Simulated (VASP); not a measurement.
Set up this calculation in VASP 6.6.1, as the native input.

```yaml
Task: single point
Functional: LDA
Potentials_or_basis: VASP PAW LDA potentials, release 64 (Mg)
Cutoff: 520 eV
k_mesh: 6 × 6 × 4
Occupations: fermi-dirac, width 0.05 eV
Spin: no spin polarisation
Dipole_correction: no
Further_INCAR_settings: ALGO = Normal; EDIFF = 1e-06; NBANDS = 9
```

The structure of Mg lies in POSCAR:

```
Mg
1.0
    3.1339898433      0.0000000000      0.0000000000
   -1.5669949217      2.7141148195      0.0000000000
    0.0000000000      0.0000000000      5.0880339251
Mg
2
Direct
    0.3333333333      0.6666666667      0.2500000000
    0.6666666667      0.3333333333      0.7500000000
```

One way to write it, as run:

INCAR

```
PREC     = Accurate       # precision mode
ENCUT    = 520            # plane-wave cutoff, eV
EDIFF    = 1E-6           # SCF threshold, eV
ISMEAR   = -1             # smearing method
SIGMA    = 0.05           # smearing width, eV
LREAL    = False          # projectors in reciprocal space
LASPH    = True           # aspherical terms in the spheres
NELM     = 100            # most SCF steps
ALGO     = Normal         # electronic algorithm
ISIF     = 2              # what is computed and relaxed
LWAVE    = False          # write WAVECAR
LCHARG   = True           # write CHGCAR
LELF     = True           # ELF
LVHAR    = True         
NBANDS   = 9              # bands
```

KPOINTS

```
regular mesh
0
Gamma
  6 6 4
```

Potentials or basis: VASP PAW LDA potentials, release 64 (Mg).

The run is started by

```console
$ cat potpaw_LDA.64/Mg/POTCAR > POTCAR
$ mpirun -np 1 vasp_std > vasp.out
```

Results of the run:

```
Pressure               : -0.3 GPa
Band gap on the k mesh : zero (bands 2 and 3 overlap by 1.59 eV)
```

Caveat: the k points lie up to 0.39 Å⁻¹ apart, too coarse for converged energies and pressures of a metal.

Run time: 8.8 s on 1 thread of Intel(R) Xeon(R) Platinum 8375C CPU @ 2.90GHz (Ice Lake), with other jobs on the host, peak memory 0.14 GiB.
